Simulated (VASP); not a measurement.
# LiF: single point with PBE+D3(BJ)

The system is LiF, a slab with vacuum.

```xyz
24
Lattice="5.6574 0.0000 0.0000 -2.8287 4.8995 0.0000 0.0000 0.0000 21.7741" Properties=species:S:1:pos:R:3 pbc="T T T"
F     0.0000    1.6332    8.0000
F    -1.4144    4.0829    8.0000
F     2.8287    1.6332    8.0000
F     1.4144    4.0829    8.0000
F     1.4144    2.4497   10.3096
F     2.8287    0.0000   10.3096
F    -1.4144    2.4497   10.3096
F     0.0000    0.0000   10.3096
F     2.8287    3.2663   12.7232
F     4.2431    0.8166   12.7232
F     0.0000    3.2663   12.7232
F     1.4144    0.8166   12.7232
Li    1.4144    0.8166    9.1548
Li    0.0000    3.2663    9.1548
Li    4.2431    0.8166    9.1548
Li    2.8287    3.2663    9.1548
Li    2.8287    1.6332   11.1857
Li    1.4144    4.0829   11.1857
Li    0.0000    1.6332   11.1857
Li   -1.4144    4.0829   11.1857
Li   -1.4144    2.4497   13.5743
Li    0.0000    0.0000   13.5743
Li    1.4144    2.4497   13.5743
Li    2.8287    0.0000   13.5743
```

- Program: VASP 6.6.1
- Task: single point
- Functional: PBE
- Dispersion: D3(BJ)
- Potentials or basis: VASP PAW PBE potentials, release 64 (F, Li_sv)
- Cutoff: 520 eV
- k mesh: 3 × 3 × 1
- Occupations: gaussian, width 0.05 eV
- Spin: no spin polarisation
- Dipole correction: yes
- Further INCAR settings: LREAL = Auto; ALGO = Normal; EDIFF = 1e-06; NBANDS = 78

```json
{
  "Largest force": "2.626 eV/Å",
  "Band gap on the k mesh": "zero (band 60 reaches -3.92 eV, above the bottom of band 61 at -4.04 eV)",
  "Dispersion energy per atom": "-0.130 eV"
}
```

Forces on the atoms (eV/Å):
```
F    0.000  0.000  1.463
F    0.000  0.000  1.463
F    0.000  0.000  1.463
F    0.000  0.000  1.463
F    0.000  0.000  1.145
F    0.000  0.000  1.145
F    0.000  0.000  1.145
F    0.000  0.000  1.145
F    0.000  0.000 -0.023
F    0.000  0.000 -0.023
F    0.000  0.000 -0.023
F    0.000  0.000 -0.023
Li   0.000  0.000 -2.626
Li   0.000  0.000 -2.626
Li   0.000  0.000 -2.626
Li   0.000  0.000 -2.626
Li   0.000  0.000  0.027
Li   0.000  0.000  0.027
Li   0.000  0.000  0.027
Li   0.000  0.000  0.027
Li   0.000  0.000  0.013
Li   0.000  0.000  0.013
Li   0.000  0.000  0.013
Li   0.000  0.000  0.013
```

Levels at points of the mesh, in eV from the Fermi level:
| k point | band 56 | band 57 | band 58 | band 59 | band 60 | band 61 | band 62 | band 63 | band 64 | band 65 |
| --- | --- | --- | --- | --- | --- | --- | --- | --- | --- | --- |
| (0.00, 0.00, 0.00) | -0.62 | -0.31 | -0.31 | -0.31 | 0.12 | 0.12 | 3.44 | 3.65 | 3.65 | 3.65 |

It took 7 min on 1 thread of Intel(R) Xeon(R) Platinum 8488C (Sapphire Rapids), on a shared host, peak memory 0.58 GiB.

Caveat: the k points lie up to 0.43 Å⁻¹ apart.
